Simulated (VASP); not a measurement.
## Ge: single point with PBE+D3(BJ)

Ge, a slab with vacuum:

```xyz
4
Lattice="4.0227 0.0000 0.0000 -2.0113 3.4838 0.0000 0.0000 0.0000 18.8685" Properties=species:S:1:pos:R:3 pbc="T T T"
Ge    0.0000    2.3225    5.1843
Ge    2.0113    1.1613    4.5000
Ge   -0.4470    3.8708   10.1185
Ge    1.5644    2.7096    9.4343
```

This cell differs from its parent crystal: layers slid over each other.

```
Program             : VASP 6.6.1
Task                : single point
Functional          : PBE
Dispersion          : D3(BJ)
Potentials or basis : VASP PAW PBE potentials, release 64 (Ge_d)
Cutoff              : 520 eV
k mesh              : 9 × 9 × 1
Occupations         : gaussian, width 0.1 eV
Spin                : no spin polarisation
```

| Quantity | Value |
| --- | --- |
| Largest force | 0.112 eV/Å |
| Band gap on the k mesh | 0.19 eV |
| Dispersion energy per atom | -0.190 eV |

Forces on the atoms (eV/Å):
```
Ge   0.014  0.009  0.111
Ge   0.000 -0.004  0.025
Ge   0.000  0.004 -0.025
Ge  -0.014 -0.009 -0.111
```

Levels at points of the mesh, in eV from the valence-band top:
| k point | band 25 | band 26 | band 27 | band 28 | band 29 | band 30 | band 31 | band 32 |
| --- | --- | --- | --- | --- | --- | --- | --- | --- |
| (0.00, 0.00, 0.00) | -0.35 | -0.35 | -0.34 | -0.34 | 0.61 | 0.75 | 2.08 | 3.24 |

It took 14 min on 1 thread of Oxide Virtual Turin-like Processor, with other jobs on the host, peak memory 0.49 GiB.

Caveat: the cell differs from its parent crystal (layers slid over each other).
